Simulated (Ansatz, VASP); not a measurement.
**Two plane-wave programs on Sc2Ta**

```
Sc Ta
1.0
     0.00000    3.97950    3.97950
     3.97950    0.00000    3.97950
     3.97950    3.97950    0.00000
Sc Ta
4 2
Direct
  0.12500 0.12500 0.12500
  0.62500 0.12500 0.12500
  0.12500 0.12500 0.62500
  0.12500 0.62500 0.12500
  0.50000 0.50000 0.50000
  0.75000 0.75000 0.75000
```

Alike in both runs: functional PBE; k mesh 8 × 8 × 8; occupations gaussian, width 0.1 eV; no spin polarisation.

Ansatz relaxed the structure, and its values are those at the end. VASP's run is a single point on that final structure, the one shown.

|  | VASP | Ansatz |
| --- | --- | --- |
| version | VASP 6.6.1 | Ansatz 0.2.0 |
| potentials or method | VASP PAW PBE potentials, release 64 (Sc_sv, Ta_pv), cutoff 520 eV | scalar-relativistic, plane waves, PAW |
| valence electrons in the cell | 66 | 70 |

```csv
,VASP,Ansatz,Ansatz less VASP
gap on the k mesh at the Fermi level (eV),none,none,-
pressure (GPa),0.1,0.0,-0.10
```

A gap of «none» marks a metal or a gap that the smearing closes. VASP's potentials hold 66 valence electrons a cell and Ansatz's 70, so a difference there can come from the potentials and not from the codes.

Spin-orbit coupling is off throughout.
